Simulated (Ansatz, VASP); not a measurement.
# ZrS2 in VASP and in Ansatz

File INCAR:

```
SYSTEM = ZrS2
ALGO     = Normal         ! electronic algorithm
EDIFF    = 1E-6           ! SCF threshold, eV
ENCUT    = 500            ! plane-wave cutoff, eV
GGA      = PS             ! functional
GGA_COMPAT= .False.      
ISIF     = 2              ! what is computed and relaxed
ISMEAR   = 0              ! smearing method
LASPH    = .True.         ! aspherical terms in the spheres
LCHARG   = .False.        ! write CHGCAR
LREAL    = .False.        ! projectors in reciprocal space
LWAVE    = .False.        ! write WAVECAR
NBANDS   = 19             ! bands
NELM     = 120            ! most SCF steps
PREC     = Accurate       ! precision mode
SIGMA    = 0.02           ! smearing width, eV
```

KPOINTS

```
k-points
0
Gamma
  6 6 2
  0 0 0
```

Contents of POSCAR:

```
ZrS2
1.0
    3.6281899747     -0.0000000028      0.0000000000
   -1.8140949849      3.1421046892      0.0000000000
    0.0000000000      0.0000000000      5.8856930528
Zr S
1 2
Direct
    0.0000000000      0.0000000000      0.0000000000
    0.6666666667      0.3333333333      0.7531546517
    0.3333333333      0.6666666667      0.2468453483
```

Input for Ansatz:

```yaml
crystal:
  lattice:
    - [3.6281899747, -2.8e-09, 0.0]
    - [-1.8140949849, 3.1421046892, 0.0]
    - [0.0, 0.0, 5.8856930528]
  atoms:
    - { symbol: Zr, position: [0.0, 0.0, 0.0] }
    - { symbol: S, position: [0.6666666667, 0.3333333333, 0.7531546517] }
    - { symbol: S, position: [0.3333333333, 0.6666666667, 0.2468453483] }
basis:
  ecutwfc: 420
kpoints:
  mp_grid: { grid: [6, 6, 2] }
hamiltonian:
  xc: pbesol
  pseudopotentials: { kind: paw, azcp: { folder: soft_1 } }
scf:
  occupations: { method: gaussian, width: 0.02 }
output:
  forces: true
  stress: true
  eigenvalues: true
```

Alike in both runs: task single point; functional PBEsol; k mesh 6 × 6 × 2; occupations gaussian, width 0.02 eV; no spin polarisation.

|  | VASP | Ansatz |
| --- | --- | --- |
| version | VASP 6.6.1 | Ansatz 0.2.0 |
| potentials or method | VASP PAW PBE potentials, release 64 (Zr_sv, S), cutoff 500 eV | scalar-relativistic, plane waves, PAW |
| valence electrons in the cell | 24 | 24 |

Ansatz gave:

* gap on the k mesh at the Fermi level (eV): 0.78
* least direct gap on the mesh (eV): 1.53
* pressure (GPa): 0.1
* traceless stress, the component that is largest in VASP (GPa): -0.16
* rms of the force components (eV/Å): 0.009

Q: Which values does VASP return?

A: gap on the k mesh at the Fermi level (eV): 0.78; least direct gap on the mesh (eV): 1.54; pressure (GPa): 0.2; traceless stress, the component that is largest in VASP (GPa): -0.13; rms of the force components (eV/Å): 0.002.

VASP's potentials were made for PBE, not for PBEsol, and Ansatz warns of the same on its side. Atom by atom the forces differ by 0.007 eV/Å (rms over components).

The k mesh is coarse, so the values compare programs but aren't converged.
